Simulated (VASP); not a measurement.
# AlIn2As3 (P3m1) in VASP: single point with PBE

Aim: the single point of AlIn2As3 with PBE.

Program: VASP 6.6.1. These are calculated values, not measurements. Logs are shortened: lines on timing, memory, paths and dates and some standing lists are left out, and cuts for length are marked.

### Step 1. The cell of the first run

It takes space group P3m1 (No. 156, trigonal). Conventional cell: a = 4.263 Å, b = 4.263 Å, c = 10.463 Å, α = 90.00°, β = 90.00°, γ = 120.00°. Al (site symmetry 3m) has 4 As at 2.47 to 2.57 Å within 3.3 Å. Within 3.5 Å of In (site symmetry 3m) lie 4 As at 2.64 to 2.66 Å. In (site symmetry 3m) has 4 As at 2.64 to 2.68 Å within 3.5 Å. As (site symmetry 3m) has 1 Al at 2.47 Å and 3 In at 2.64 Å within 3.3 Å. Within 3.5 Å of As (site symmetry 3m) lie 4 In at 2.64 to 2.66 Å. Within 3.4 Å of As (site symmetry 3m) lie 3 Al at 2.57 Å and 1 In at 2.68 Å.

### Step 2. Single point, PBE

Input file INCAR:

```
SYSTEM = AlIn2As3
PREC     = Accurate       ! precision mode
ENCUT    = 520            ! plane-wave cutoff, eV
EDIFF    = 1E-6           ! SCF threshold, eV
ISMEAR   = 0              ! smearing method
SIGMA    = 0.1            ! smearing width, eV
LREAL    = .False.        ! projectors in reciprocal space
LASPH    = .True.         ! aspherical terms in the spheres
NELM     = 100            ! most SCF steps
ALGO     = Normal         ! electronic algorithm
ISIF     = 2              ! what is computed and relaxed
LWAVE    = .False.        ! write WAVECAR
LCHARG   = .False.        ! write CHGCAR
GGA      = PE             ! functional
NBANDS   = 31             ! bands
```

Input file KPOINTS:

```
Automatic mesh
0
Gamma
  6 6 2
  0 0 0
```

Input file POSCAR:

```
AlIn2As3
1.0
    4.2628177000      0.0000000000      0.0000000000
   -2.1314088000      3.6917084000      0.0000000000
    0.0000000000      0.0000000000     10.4625210000
Al In As
1 2 3
Direct
    0.0000000000      0.0000000000      0.0001290000
    0.3333333000      0.6666667000      0.6723630000
    0.6666667000      0.3333333000      0.3262490000
    0.0000000000      0.0000000000      0.7637040000
    0.3333333000      0.6666667000      0.4178500000
    0.6666667000      0.3333333000      0.0697060000
```

Potentials or basis: VASP PAW PBE potentials, release 64 (Al, In_d, As).

Started as:

```sh
$ cat potpaw_PBE.64/Al/POTCAR potpaw_PBE.64/In_d/POTCAR potpaw_PBE.64/As/POTCAR > POTCAR
$ mpirun -np 1 vasp_std > vasp.out
```

OUTCAR:

```text
SYSTEM = AlIn2As3
   PREC = Accurate
   ENCUT = 520
   EDIFF = 1E-6
   ISMEAR = 0
   LREAL = .False.
   LASPH = .True.
   NELM = 100
   ISIF = 2
   GGA = PE

 ion  position               nearest neighbor table
   1  0.000  0.000  0.000-   4 2.47   6 2.57   6 2.57   6 2.57
   2  0.333  0.667  0.672-   4 2.64   4 2.64   4 2.64   5 2.66
   3  0.667  0.333  0.326-   5 2.64   5 2.64   5 2.64   6 2.68
   4  0.000  0.000  0.764-   1 2.47   2 2.64   2 2.64   2 2.64
   5  0.333  0.667  0.418-   3 2.64   3 2.64   3 2.64   2 2.66
   6  0.667  0.333  0.070-   1 2.57   1 2.57   1 2.57   3 2.68

  LATTYP: Found a hexagonal cell.
 ALAT       =     4.2628177000
 C/A-ratio  =     2.4543674481

  Lattice vectors:

 A1 = (   4.2628177000,   0.0000000000,   0.0000000000)
 A2 = (  -2.1314088000,   3.6917084000,   0.0000000000)
 A3 = (   0.0000000000,   0.0000000000,  10.4625210000)

Analysis of symmetry for initial positions (statically):
=====================================================================
 Subroutine PRICEL returns:
 Original cell was already a primitive cell.

 Routine SETGRP: Setting up the symmetry group for a
 hexagonal supercell.

 Subroutine GETGRP returns: Found  6 space group operations
 (whereof  6 operations were pure point group operations)
 out of a pool of 24 trial point group operations.

The static configuration has the point symmetry C_3v.

Analysis of symmetry for dynamics (positions and initial velocities):
=====================================================================
 Subroutine PRICEL returns:
 Original cell was already a primitive cell.

 Routine SETGRP: Setting up the symmetry group for a
 hexagonal supercell.

 Subroutine GETGRP returns: Found  6 space group operations
 (whereof  6 operations were pure point group operations)
 out of a pool of 24 trial point group operations.

The dynamic configuration has the point symmetry C_3v.

 Subroutine INISYM returns: Found  6 space group operations
 (whereof  6 operations are pure point group operations),
 and found     1 'primitive' translations

----------------------------------------------------------------------------------------

                                     Primitive cell

  volume of cell :     164.6495

  direct lattice vectors                    reciprocal lattice vectors
     4.262817700  0.000000000  0.000000000     0.234586621  0.135438646  0.000000000
    -2.131408800  3.691708400  0.000000000     0.000000000  0.270877299  0.000000000
     0.000000000  0.000000000 10.462521000     0.000000000  0.000000000  0.095579259

  length of vectors
     4.262817700  4.262817658 10.462521000     0.270877296  0.270877299  0.095579259

  position of ions in fractional coordinates (direct lattice)
     0.000000000  0.000000000  0.000129000
     0.333333300  0.666666700  0.672363000
     0.666666700  0.333333300  0.326249000
     0.000000000  0.000000000  0.763704000
     0.333333300  0.666666700  0.417850000
     0.666666700  0.333333300  0.069706000

  ion indices of the primitive-cell ions
   primitive index   ion index
                 1           1
                 2           2
                 3           3
                 4           4
                 5           5
                 6           6

----------------------------------------------------------------------------------------

 KPOINTS: Automatic mesh

Automatic generation of k-mesh.
 Grid dimensions read from file:
 generate k-points for:    6    6    2

 Generating k-lattice:

  Cartesian coordinates                     Fractional coordinates (reciprocal lattice)
     0.039097770  0.022573108  0.000000000     0.166666667 -0.000000000  0.000000000
     0.000000000  0.045146216  0.000000000     0.000000000  0.166666667  0.000000000
     0.000000000  0.000000000  0.047789629     0.000000000  0.000000000  0.500000000

  Length of vectors
     0.045146216  0.045146216  0.047789629

  Shift w.r.t. Gamma in fractional coordinates (k-lattice)
     0.000000000  0.000000000  0.000000000

 Subroutine IBZKPT returns following result:
 ===========================================

 Found     14 irreducible k-points:

 Following reciprocal coordinates:
            Coordinates               Weight
  0.000000  0.000000  0.000000      1.000000
  0.166667 -0.000000  0.000000      6.000000
  0.333333 -0.000000  0.000000      6.000000
  0.500000 -0.000000  0.000000      3.000000
  0.166667  0.166667  0.000000      6.000000
  0.333333  0.166667  0.000000     12.000000
  0.333333  0.333333  0.000000      2.000000
  0.000000  0.000000  0.500000      1.000000
  0.166667 -0.000000  0.500000      6.000000
  0.333333 -0.000000  0.500000      6.000000
  0.500000 -0.000000  0.500000      3.000000
  0.166667  0.166667  0.500000      6.000000
  0.333333  0.166667  0.500000     12.000000
  0.333333  0.333333  0.500000      2.000000
   k-points           NKPTS =     14   k-points in BZ     NKDIM =     14   number of bands    NBANDS=     31
   number of dos      NEDOS =    301   number of ions     NIONS =      6
   total plane-waves  NPLWV =  81920
   dimension x,y,z NGX =    32 NGY =   32 NGZ =   80
   dimension x,y,z NGXF=    64 NGYF=   64 NGZF=  160
   ions per type =               1   2   3
   NGX,Y,Z   is equivalent  to a cutoff of  12.48, 12.48, 12.71 a.u.
   NGXF,Y,Z  is equivalent  to a cutoff of  24.96, 24.96, 25.42 a.u.
 SYSTEM =  AlIn2As3
   PREC   = accura    normal or accurate (medium, high low for compatibility)
   ISTART =      0    job   : 0-new  1-cont  2-samecut
   ICHARG =      2    charge: 1-file 2-atom 10-const
   ISPIN  =      1    spin polarized calculation?
   LNONCOLLINEAR =      F non collinear calculations
   LSORBIT =      F    spin-orbit coupling
   LASPH  =      T    aspherical Exc in radial PAW
   ENCUT  =  520.0 eV  38.22 Ry    6.18 a.u.   7.93  7.93 19.45*2*pi/ulx,y,z
   NELM   =    100;   NELMIN=  2; NELMDL= -5     # of ELM steps
   EDIFF  = 0.1E-05   stopping-criterion for ELM
   LREAL  =      F    real-space projection
   EDIFFG = 0.1E-04   stopping-criterion for IOM
   NSW    =      0    number of steps for IOM
   IBRION =     -1    ionic relax: 0-MD 1-quasi-New 2-CG
   NFREE  =      0    steps in history (QN), initial steepest desc. (CG)
   ISIF   =      2    stress and relaxation
   ISYM   =      2    0-nonsym 1-usesym 2-fastsym
   POTIM  = 0.5000    time-step for ionic-motion
   TEBEG  =    0.0;   TEEND  =   0.0 temperature during run
   PSTRESS=    0.0 pullay stress
   NELECT =      44.0000    total number of electrons
   NUPDOWN=      -1.0000    fix difference up-down
   EMIN   =  10.00;   EMAX   =-10.00  energy-range for DOS
   EFERMI =   0.00;   METHOD = LEGACY
   ISMEAR =     0;   SIGMA  =   0.10  broadening in eV -4-tet -1-fermi 0-gaus
   EFERMI_NEDOS =   21; number of points for ismear=-14 and -15
   IALGO  =     38    algorithm
   IMIX   =      4    mixing-type and parameters
     AMIX     =   0.40;   BMIX     =  1.00
     AMIX_MAG =   1.60;   BMIX_MAG =  1.00
  volume/ion in A,a.u.               =      27.44       185.18
  Fermi-wavevector in a.u.,A,eV,Ry     =   1.054481  1.992681 15.128738  1.111931
  Thomas-Fermi vector in A             =   2.189643
   LORBIT       =      0    0 simple, 1 ext, 2 COOP (PROOUT), +10 PAW based schemes
   GGA     = PE    functional components
   LHFCALC =     F    Hartree Fock is set to
   AEXX    =    0.0000 exact exchange contribution
   IVDW    =     0    specifies the selected vdW correction
   LEPSILON=     F    determine dielectric tensor
   LRPA    =     F    only Hartree local field effects (RPA)
 non-spin polarized calculation
 Gauss-broadening in eV      SIGMA  =   0.10
  energy-cutoff  :      520.00
  volume of cell :      164.65
 maximum number of plane-waves:      4476
 NGX is ok and might be reduce to    32
   NGX = 15   NGY = 15   NGZ = 39

 number of electron      44.0000006 magnetization

 Free energy of the ion-electron system (eV)
  ---------------------------------------------------
  ext. energy  EPLUGINS =         0.00000000
  ---------------------------------------------------
  free energy    TOTEN  =       -24.64647841 eV

  energy without entropy =      -24.64433254  energy(sigma->0) =      -24.64540548

 E-fermi :   3.9810     XC(G=0):  -8.8571

 val. band max:        3.9644645862   @ k =   0.0000   0.0000   0.0000
 cond. band min:       4.8862654203   @ k =   0.0000   0.0000   0.5000
 fundamental gap:      0.9218008341
 Fermi energy:         3.9809634764

 k-point     1 :       0.0000    0.0000    0.0000
  band No.  band energies     occupation
      1     -10.4063      2.00000
      2     -10.3513      2.00000
      3     -10.3358      2.00000
      4     -10.3358      2.00000
      5     -10.3110      2.00000
      6     -10.3110      2.00000
[... 23 lines left out ...]
     30       8.3346      0.00000
     31       8.8448      0.00000

 k-point     2 :       0.1667   -0.0000    0.0000
  band No.  band energies     occupation
      1     -10.4223      2.00000
      2     -10.3746      2.00000
      3     -10.3289      2.00000
      4     -10.3255      2.00000
      5     -10.3059      2.00000
      6     -10.2996      2.00000
[... 23 lines left out ...]
     30       8.5701      0.00000
     31       8.8900      0.00000

 k-point     3 :       0.3333   -0.0000    0.0000
  band No.  band energies     occupation
      1     -10.4580      2.00000
      2     -10.4225      2.00000
      3     -10.3147      2.00000
      4     -10.3085      2.00000
      5     -10.2904      2.00000
      6     -10.2795      2.00000
[... 363 lines left out ...]
     30       9.3405      0.00000
     31       9.6082      0.00000

 k-point    14 :       0.3333    0.3333    0.5000
  band No.  band energies     occupation
      1     -10.4647      2.00000
      2     -10.4516      2.00000
      3     -10.3087      2.00000
      4     -10.2912      2.00000
      5     -10.2868      2.00000
      6     -10.2832      2.00000
[... 23 lines left out ...]
     30       9.4319      0.00000
     31       9.7485      0.00000

------------------------ aborting loop because EDIFF is reached ----------------------------------------

  FORCE on cell =-STRESS in cart. coord.  units (eV):
  Direction    XX          YY          ZZ          XY          YZ          ZX
  --------------------------------------------------------------------------------------
  -------------------------------------------------------------------------------------
  Total        0.1422823      0.1422823      0.0379904      0.0000000      0.0000000      0.0000000
  in kB        1.3845258      1.3845258      0.3696784      0.0000000      0.0000000      0.0000000
  external PRESSURE =       1.0462433 kB  Pullay stress =       0.0000000 kB

 VOLUME and BASIS-vectors are now :
 -----------------------------------------------------------------------------
  energy-cutoff  :      520.00
  volume of cell :      164.65
      direct lattice vectors                 reciprocal lattice vectors
     4.262817700  0.000000000  0.000000000     0.234586621  0.135438646  0.000000000
    -2.131408800  3.691708400  0.000000000     0.000000000  0.270877299  0.000000000
     0.000000000  0.000000000 10.462521000     0.000000000  0.000000000  0.095579259

 POSITION                                       TOTAL-FORCE (eV/Angst)
 -----------------------------------------------------------------------------------
      0.00000      0.00000      0.00135        -0.000000     -0.000000      0.007366
     -0.00000      2.46114      7.03461         0.000000     -0.000000     -0.005559
      2.13141      1.23057      3.41339        -0.000000      0.000000     -0.015067
      0.00000      0.00000      7.99027        -0.000000      0.000000      0.000465
     -0.00000      2.46114      4.37176        -0.000000      0.000000      0.012480
      2.13141      1.23057      0.72930         0.000000     -0.000000      0.000314
 -----------------------------------------------------------------------------------
    total drift:                               -0.000014      0.000009     -0.000401

  FREE ENERGIE OF THE ION-ELECTRON SYSTEM (eV)
  ---------------------------------------------------
  free  energy   TOTEN  =       -24.6464784133 eV

  energy  without entropy=      -24.6443325375  energy(sigma->0) =      -24.64540548
```

Wall time 56 s (1 thread of Intel Xeon Platinum 8488C (Sapphire Rapids), shared host); peak memory 0.3 GiB.

What came out:

* Free energy: -24.6465 eV
* Pressure: 0.1 GPa
* Largest force: 0.015 eV/Å

Forces on the atoms (eV/Å):
```
Al   0.000  0.000  0.007
In   0.000  0.000 -0.006
In   0.000  0.000 -0.015
As   0.000  0.000  0.000
As   0.000  0.000  0.012
As   0.000  0.000  0.000
```

Levels at points of the mesh, in eV from the Fermi level:
```tsv
k point	band 20	band 21	band 22	band 23	band 24	band 25
(0.00, 0.00, 0.00)	-0.26	-0.04	-0.04	-0.02	1.07	1.41
(0.50, 0.00, 0.00)	-2.18	-1.46	-1.27	1.34	1.89	2.22
(0.00, 0.00, 0.50)	-0.45	-0.20	-0.20	0.91	1.33	1.50
(0.50, 0.00, 0.50)	-1.84	-1.05	-0.96	0.96	1.63	2.22
```

Caveat: spin-orbit coupling is left out, which moves the levels of the heavy elements.
